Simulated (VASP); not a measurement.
Wanted: the native input for a VASP 6.6.1 run.

| Quantity | Value |
| --- | --- |
| Task | single point |
| Functional | LDA |
| Potentials or basis | VASP PAW LDA potentials, release 64 (Al, Cu) |
| Cutoff | 520 eV |
| k mesh | 16 × 16 × 16 |
| Occupations | gaussian, width 0.15 eV |
| Spin | no spin polarisation |
| Dipole correction | no |
| Further INCAR settings | ALGO = Fast; EDIFF = 1e-07; NBANDS = 14 |

The structure of AlCu lies in POSCAR:

```
AlCu
1.0
    2.9975090000      0.0000000000      0.0000000000
    0.0000000000      2.9975090000      0.0000000000
    0.0000000000      0.0000000000      2.9975090000
Al Cu
1 1
Direct
    0.0000000000      0.0000000000      0.0000000000
    0.5000000000      0.5000000000      0.5625519390
```

This cell differs from its parent crystal: all Cu atoms moved +0.188 Å, as atom 2 along Cartesian [0 0 1].

These files were run (other wordings do the same):

INCAR

```
ALGO = Fast
EDIFF = 1E-7
ENCUT = 520
ISIF = 2
ISMEAR = 0
LASPH = T
LCHARG = F
LREAL = F
LWAVE = F
NBANDS = 14
NELM = 60
PREC = Accurate
SIGMA = 0.15
```

KPOINTS

```
k-points
0
Gamma
  16 16 16
```

Potentials or basis: VASP PAW LDA potentials, release 64 (Al, Cu).

Launch:

```sh
$ cat potpaw_LDA.64/Al/POTCAR potpaw_LDA.64/Cu/POTCAR > POTCAR
$ mpirun -np 1 vasp_std > vasp.out
```

Results of the run:

- Pressure: -6.7 GPa
- Largest force: 0.613 eV/Å
- Band gap on the k mesh: zero (bands 7 and 8 overlap by 4.70 eV)

Caveat: the cell differs from its parent crystal (all Cu atoms moved +0.188 Å, as atom 2 along Cartesian [0 0 1]); the cell stands under tension.

It took 3.9 min on 1 thread of AMD EPYC 7R43 64-Core Processor (Zen 3), on a shared host, peak memory 0.22 GiB.
